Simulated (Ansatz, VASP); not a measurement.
# AlCr2C in VASP and in Ansatz

INCAR

```
PREC = Accurate ; ENCUT = 600
EDIFF = 1E-6 ; ISMEAR = 0
SIGMA = 0.1 ; LREAL = F
LASPH = T ; NELM = 100
ALGO = Normal ; ISIF = 3
LWAVE = F ; LCHARG = F
GGA = PE ; IBRION = 2
NSW = 100 ; EDIFFG = -0.005
```

Contents of KPOINTS:

```
Automatic mesh
0
Gamma
  15 15 4
```

File POSCAR:

```
AlCr2C
1.0
    2.8251010646      0.0000000000      0.0000000000
   -1.4125505323      2.4466092902      0.0000000000
    0.0000000000      0.0000000000     12.6013736800
Al Cr C
2 4 2
Direct
    0.6666666700      0.3333333300      0.2500000000
    0.3333333300      0.6666666700      0.7500000000
    0.3333333300      0.6666666700      0.4149411600
    0.6666666700      0.3333333300      0.9149411600
    0.6666666700      0.3333333300      0.5850588400
    0.3333333300      0.6666666700      0.0850588400
    0.0000000000      0.0000000000      0.5000000000
    0.0000000000      0.0000000000      0.0000000000
```

Input for Ansatz:

```yaml
crystal:
  lattice:
    - [2.8251010646, 0.0, 0.0]
    - [-1.4125505323, 2.4466092902, 0.0]
    - [0.0, 0.0, 12.60137368]
  atoms:
    - { symbol: Al, position: [0.66666667, 0.33333333, 0.25] }
    - { symbol: Al, position: [0.33333333, 0.66666667, 0.75] }
    - { symbol: Cr, position: [0.33333333, 0.66666667, 0.41494116] }
    - { symbol: Cr, position: [0.66666667, 0.33333333, 0.91494116] }
    - { symbol: Cr, position: [0.66666667, 0.33333333, 0.58505884] }
    - { symbol: Cr, position: [0.33333333, 0.66666667, 0.08505884] }
    - { symbol: C, position: [0.0, 0.0, 0.5] }
    - { symbol: C, position: [0.0, 0.0, 0.0] }
basis:
  ecutwfc: 420
kpoints:
  mp_grid: { grid: [15, 15, 4] }
hamiltonian:
  xc: pbe
scf:
  occupations: { method: gaussian, width: 0.1 }
output:
  forces: true
  stress: true
  eigenvalues: true
relax:
  adjacent_minimum: "off"
  f_tol: 0.005
  max_steps: 80
  cell: { stress_tol: 0.05 }
```

Alike in both runs: task relaxation of cell and atoms; functional PBE; k mesh 15 × 15 × 4; occupations gaussian, width 0.1 eV; no spin polarisation.

|  | VASP | Ansatz |
| --- | --- | --- |
| version | VASP 6.6.1 | Ansatz 0.2.0 |
| potentials or method | VASP PAW PBE potentials, release 64 (Al, Cr_pv, C), cutoff 600 eV | scalar-relativistic, plane waves, PAW |
| valence electrons in the cell | 62 | 70 |

|  | VASP | Ansatz | Ansatz less VASP |
| --- | --- | --- | --- |
| gap on the k mesh at the Fermi level, each at its own relaxed structure (eV) | none | none | - |
| relaxed volume (Å³/atom) | 11.09 | 11.10 | +0.007 |
| relaxed cell length with the largest relative difference (Å) | 12.688 | 12.699 | +0.0112 |

A gap of «none» marks a metal or a gap that the smearing closes. VASP's potentials hold 62 valence electrons a cell and Ansatz's 70, so a difference there can come from the potentials and not from the codes.
